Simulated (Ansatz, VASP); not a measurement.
Two plane-wave programs on Ba

INCAR

```
SYSTEM = Ba
  PREC = Accurate
  ENCUT = 600
  EDIFF = 1E-6
  ISMEAR = 0
  SIGMA = 0.1
  LREAL = .FALSE.
  LASPH = .TRUE.
  NELM = 100
  ALGO = Normal
  ISIF = 3
  LWAVE = .FALSE.
  LCHARG = .FALSE.
  GGA = PE
  IBRION = 2
  NSW = 100
  EDIFFG = -0.002
```

File KPOINTS:

```
regular mesh
0
G
  10 10 10
  0 0 0
```

Contents of POSCAR:

```
Ba
1.0
   -2.5125000000      2.5125000000      2.5125000000
    2.5125000000     -2.5125000000      2.5125000000
    2.5125000000      2.5125000000     -2.5125000000
Ba
1
Direct
    0.0000000000      0.0000000000      0.0000000000
```

Input for Ansatz:

```yaml
crystal:
  lattice:
    - [-2.5125, 2.5125, 2.5125]
    - [2.5125, -2.5125, 2.5125]
    - [2.5125, 2.5125, -2.5125]
  atoms:
    - { symbol: Ba, position: [0.0, 0.0, 0.0] }
basis:
  ecutwfc: 420
kpoints:
  mp_grid: { grid: [10, 10, 10] }
hamiltonian:
  xc: pbe
  pseudopotentials: { kind: paw, azcp: { folder: soft_1 } }
scf:
  occupations: { method: gaussian, width: 0.1 }
output:
  forces: true
  stress: true
  eigenvalues: true
relax:
  adjacent_minimum: "off"
  f_tol: 0.002
  max_steps: 80
  cell: { stress_tol: 0.02 }
```

Alike in both runs: task relaxation of cell and atoms; functional PBE; k mesh 10 × 10 × 10; occupations gaussian, width 0.1 eV; no spin polarisation.

```csv
,VASP,Ansatz
version,VASP 6.6.1,Ansatz 0.2.0
potentials or method,"VASP PAW PBE potentials, release 64 (Ba_sv), cutoff 600 eV","scalar-relativistic, plane waves, PAW"
valence electrons in the cell,10,10
```

|  | VASP | Ansatz | Ansatz less VASP |
| --- | --- | --- | --- |
| gap on the k mesh at the Fermi level, each at its own relaxed structure (eV) | none | none | - |
| relaxed volume (Å³/atom) | 63.61 | 63.40 | -0.214 |
| relaxed cell length with the largest relative difference (Å) | 4.356 | 4.351 | -0.0049 |

A gap of «none» marks a metal or a gap that the smearing closes.

Spin-orbit coupling is off throughout.
